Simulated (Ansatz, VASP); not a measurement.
**Si2Sn in VASP and in Ansatz**

```
Si Sn
1.0
     3.70097    0.00000    0.00000
    -1.85048    3.20513    0.00000
     0.00000    0.00000   10.94095
Si Sn
4 2
Direct
  0.33333 0.66667 0.04753
  0.33333 0.66667 0.45247
  0.66667 0.33333 0.95247
  0.66667 0.33333 0.54753
  0.33333 0.66667 0.75000
  0.66667 0.33333 0.25000
```

Alike in both runs: task relaxation of cell and atoms; functional PBE; k mesh 12 × 12 × 4; occupations gaussian, width 0.1 eV; no spin polarisation.

```csv
,VASP,Ansatz
version,VASP 6.6.1,Ansatz 0.2.0
potentials or method,"VASP PAW PBE potentials, release 64 (Si, Sn_d), cutoff 600 eV","scalar-relativistic, plane waves, PAW"
valence electrons in the cell,44,44
```

|  | VASP | Ansatz | Ansatz less VASP |
| --- | --- | --- | --- |
| gap on the k mesh at the Fermi level, each at its own relaxed structure (eV) | none | none | - |
| relaxed volume (Å³/atom) | 21.63 | 21.63 | 0.000 |
| relaxed cell length with the largest relative difference (Å) | 3.701 | 3.701 | 0.0000 |

A gap of «none» marks a metal or a gap that the smearing closes.

Noted on VASP's run: the relaxation stopped at its first step, so nothing moved.
